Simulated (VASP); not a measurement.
# Sb in VASP: further runs, part 2 of 2

VASP 6.6.1.

**4. Single point, PBE, non-collinear spin, zero start, spin-orbit coupling**

INCAR reads:

```
  PREC = Accurate
  ENCUT = 520
  EDIFF = 1E-6
  ISMEAR = 0
  SIGMA = 0.01
  LREAL = False
  LASPH = True
  NELM = 150
  ALGO = Normal
  ISIF = 2
  LWAVE = False
  LCHARG = False
  MAGMOM = 0 0 0 0 0 0
  LORBIT = 11
  LSORBIT = True
  GGA_COMPAT = False
  LORBMOM = True
  LDIPOL = True
  IDIPOL = 3
  DIPOL = 0.5 0.5 0.345
  GGA = PE
  NBANDS = 22
```

KPOINTS reads:

```
Automatic mesh
0
Gamma
  6 6 1
```

POSCAR reads:

```
Sb
1.0
    4.1051829493      0.0000000000      0.0000000000
   -2.0525914747      3.5551927213      0.0000000000
    0.0000000000      0.0000000000     26.8552477996
Sb
2
Direct
    0.3333333333      0.6666666667      0.3149797942
    0.6666666667      0.3333333333      0.3749272228
```

Potentials or basis: VASP PAW PBE potentials, release 64 (Sb).

The run is started by

```bash
cat potpaw_PBE.64/Sb/POTCAR > POTCAR
mpirun -np 1 vasp_ncl > vasp.out
```

OUTCAR:

```text
PREC = Accurate
   ENCUT = 520
   EDIFF = 1E-6
   ISMEAR = 0
   LREAL = False
   LASPH = True
   NELM = 150
   ISIF = 2
   LORBIT = 11
   LSORBIT = True
   GGA = PE

 ion  position               nearest neighbor table
   1  0.333  0.667  0.315-   2 2.87   2 2.87   2 2.87
   2  0.667  0.333  0.375-   1 2.87   1 2.87   1 2.87

  LATTYP: Found a hexagonal cell.
 ALAT       =     4.1051829493
 C/A-ratio  =     6.5417907390

  Lattice vectors:

 A1 = (   4.1051829493,   0.0000000000,   0.0000000000)
 A2 = (  -2.0525914747,   3.5551927213,   0.0000000000)
 A3 = (   0.0000000000,   0.0000000000,  26.8552477996)

Analysis of symmetry for initial positions (statically):
=====================================================================
 Subroutine PRICEL returns:
 Original cell was already a primitive cell.

 Routine SETGRP: Setting up the symmetry group for a
 hexagonal supercell.

 Subroutine GETGRP returns: Found 12 space group operations
 (whereof  6 operations were pure point group operations)
 out of a pool of 24 trial point group operations.

The static configuration has the point symmetry C_3v.
 The point group associated with its full space group is D_3d.

Analysis of symmetry for dynamics (positions and initial velocities):
=====================================================================
 Subroutine PRICEL returns:
 Original cell was already a primitive cell.

 Routine SETGRP: Setting up the symmetry group for a
 hexagonal supercell.

 Subroutine GETGRP returns: Found 12 space group operations
 (whereof  6 operations were pure point group operations)
 out of a pool of 24 trial point group operations.

The dynamic configuration has the point symmetry C_3v.
 The point group associated with its full space group is D_3d.

Analysis of structural, dynamic, and magnetic symmetry:
=====================================================================
 Subroutine PRICEL returns:
 Original cell was already a primitive cell.

[... 376 lines left out ...]
 ----------------------------------------
  1         0.000  -0.000   0.000
  2         0.000  -0.000   0.000
 ----------------------------------------
            0.000  -0.000   0.000

 orbital moment (z)

 # of ion     p       d       tot
 ----------------------------------------
  1         0.000   0.000   0.000
  2         0.000  -0.000  -0.000
 ----------------------------------------
            0.000   0.000   0.000

 Spin-Orbit-Coupling matrix elements

 Ion:    1  E_soc:     -0.1300430
 l=   1
     0.0000000    -0.0220304    -0.0206813
    -0.0220304     0.0000000    -0.0220304
    -0.0206813    -0.0220304     0.0000000
 l=   2
     0.0000000    -0.0000205     0.0000000    -0.0000205    -0.0000968
    -0.0000205     0.0000000    -0.0000533     0.0000059    -0.0000205
     0.0000000    -0.0000533     0.0000000    -0.0000533     0.0000000
    -0.0000205     0.0000059    -0.0000533     0.0000000    -0.0000205
    -0.0000968    -0.0000205     0.0000000    -0.0000205     0.0000000
 l=   3
     0.0000000     0.0000000     0.0000000     0.0000000     0.0000000     0.0000000     0.0000000
     0.0000000     0.0000000     0.0000000     0.0000000     0.0000000     0.0000000     0.0000000
     0.0000000     0.0000000     0.0000000     0.0000000     0.0000000     0.0000000     0.0000000
     0.0000000     0.0000000     0.0000000     0.0000000     0.0000000     0.0000000     0.0000000
     0.0000000     0.0000000     0.0000000     0.0000000     0.0000000     0.0000000     0.0000000
     0.0000000     0.0000000     0.0000000     0.0000000     0.0000000     0.0000000     0.0000000
     0.0000000     0.0000000     0.0000000     0.0000000     0.0000000     0.0000000     0.0000000

 Ion:    2  E_soc:     -0.1300430
 l=   1
     0.0000000    -0.0220304    -0.0206813
    -0.0220304     0.0000000    -0.0220304
    -0.0206813    -0.0220304     0.0000000
 l=   2
     0.0000000    -0.0000205     0.0000000    -0.0000205    -0.0000968
    -0.0000205     0.0000000    -0.0000533     0.0000059    -0.0000205
     0.0000000    -0.0000533     0.0000000    -0.0000533     0.0000000
    -0.0000205     0.0000059    -0.0000533     0.0000000    -0.0000205
    -0.0000968    -0.0000205     0.0000000    -0.0000205     0.0000000
 l=   3
     0.0000000     0.0000000     0.0000000     0.0000000     0.0000000     0.0000000     0.0000000
     0.0000000     0.0000000     0.0000000     0.0000000     0.0000000     0.0000000     0.0000000
     0.0000000     0.0000000     0.0000000     0.0000000     0.0000000     0.0000000     0.0000000
     0.0000000     0.0000000     0.0000000     0.0000000     0.0000000     0.0000000     0.0000000
     0.0000000     0.0000000     0.0000000     0.0000000     0.0000000     0.0000000     0.0000000
     0.0000000     0.0000000     0.0000000     0.0000000     0.0000000     0.0000000     0.0000000
     0.0000000     0.0000000     0.0000000     0.0000000     0.0000000     0.0000000     0.0000000

 total charge

# of ion       s       p       d       tot
------------------------------------------
    1        1.209   1.178   0.027   2.414
    2        1.209   1.178   0.027   2.414
--------------------------------------------------
tot          2.418   2.356   0.055   4.828

 magnetization (x)

# of ion       s       p       d       tot
------------------------------------------
    1        0.000   0.000   0.000   0.000
    2       -0.000   0.000   0.000  -0.000
--------------------------------------------------
tot         -0.000   0.000   0.000   0.000

 magnetization (y)

# of ion       s       p       d       tot
------------------------------------------
    1       -0.000   0.000   0.000  -0.000
    2       -0.000   0.000   0.000  -0.000
--------------------------------------------------
tot         -0.000   0.000   0.000  -0.000

 magnetization (z)

# of ion       s       p       d       tot
------------------------------------------
    1       -0.000  -0.000  -0.000  -0.000
    2        0.000   0.000  -0.000   0.000
--------------------------------------------------
tot         -0.000   0.000  -0.000  -0.000
```

stdout:

```text
POSCAR found type information on POSCAR Sb
 POSCAR found :  1 types and       2 ions
 scaLAPACK will be used
 LDA part: xc-table for (Slater+PW92), standard interpolation
 POSCAR, INCAR and KPOINTS ok, starting setup
 FFT: planning ... GRIDC
 FFT: planning ... GRID_SOFT
 FFT: planning ... GRID
 WAVECAR not read
 entering main loop
```

Run time: 2.7 min. Hardware: 1 thread of Intel Xeon 6975P-C (Granite Rapids), shared host; peak memory 1.2 GiB.

What came out:

* Free energy: -8.2083 eV
* Largest force: 0.359 eV/Å
* Net moment: 0.00 μB per cell
* Valence electrons inside the program's atomic spheres: Sb 2.41

Forces on the atoms (eV/Å):
```
Sb   0.000  0.000 -0.359
Sb   0.000  0.000  0.359
```

Moments on the atoms (μB; x, y, z):
```
Sb  0.00 0.00 0.00
Sb  0.00 0.00 0.00
```

**5. Summary**

```tsv
level	spin	gap on the mesh (eV)	largest force (eV/Å)
PBE	off	1.36	0.35
r2SCAN	off	1.62	0.11
PBE	non-collinear, zero start, SOC	-	0.36
```

Alike in all rows: task single point; potentials or basis VASP PAW PBE potentials, release 64 (Sb); cell as given; k mesh 6 × 6 × 1; cutoff (eV) 520; smearing gaussian 0.01 eV.

Caveats: spin-orbit coupling is left out, which moves the levels of the heavy elements (some runs); the PAW data sets were made with another functional, which shifts forces and pressure a little (some runs).

Absolute energies hang on the potentials; compare differences alone.
